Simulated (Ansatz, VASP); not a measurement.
## One calculation of Al, two programs

```
Al
1.0
     2.96940    0.00000    0.00000
    -1.48470    2.57158    0.00000
     0.00000    0.00000    5.00940
Al
2
Direct
  0.66667 0.33333 0.75000
  0.33333 0.66667 0.25000
```

Alike in both runs: task single point; functional PBEsol; k mesh 18 × 18 × 10; occupations gaussian, width 0.15 eV; no spin polarisation.

|  | VASP | Ansatz |
| --- | --- | --- |
| version | VASP 6.6.1 | Ansatz 0.2.0 |
| potentials or method | VASP PAW PBE potentials, release 64 (Al), cutoff 520 eV | scalar-relativistic, plane waves, PAW |
| valence electrons in the cell | 6 | 6 |

```tsv
	VASP	Ansatz	Ansatz less VASP
gap on the k mesh at the Fermi level (eV)	none	none	-
pressure (GPa)	-8.7	-8.7	-0.04
traceless stress, the component that is largest in VASP (GPa)	0.12	0.13	+0.006
```

VASP's potentials were made for PBE, not for PBEsol, and Ansatz warns of the same on its side. A gap of «none» marks a metal or a gap that the smearing closes. The functional is the same, so the differences come from potentials, cutoffs and numerics.
